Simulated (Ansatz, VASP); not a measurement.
## One calculation of MgS, two programs

```xyz
2
Lattice="0.0000 2.8258 2.8258 2.8258 0.0000 2.8258 2.8258 2.8258 0.0000" Properties=species:S:1:pos:R:3 pbc="T T T"
Mg    0.0000    0.0000    0.0000
S     1.4129    1.4129    1.4129
```

Alike in both runs: functional PBEsol; k mesh 8 × 8 × 8; occupations gaussian, width 0.02 eV; no spin polarisation.

Ansatz relaxed the structure, and its values are those at the end. VASP's run is a single point on that final structure, the one shown.

```csv
,VASP,Ansatz
version,VASP 6.6.1,Ansatz 0.2.0
potentials or method,"VASP PAW PBE potentials, release 64 (Mg, S), cutoff 600 eV","scalar-relativistic, plane waves, PAW"
valence electrons in the cell,8,16
```

|  | VASP | Ansatz | Ansatz less VASP |
| --- | --- | --- | --- |
| gap on the k mesh at the Fermi level (eV) | 3.32 | 3.32 | -0.002 |
| least direct gap on the mesh (eV) | 3.32 | 3.32 | -0.002 |
| pressure (GPa) | -0.1 | 0.0 | +0.07 |

VASP's potentials were made for PBE, not for PBEsol, and Ansatz warns of the same on its side. VASP's potentials hold 8 valence electrons a cell and Ansatz's 16, so a difference there can come from the potentials and not from the codes.
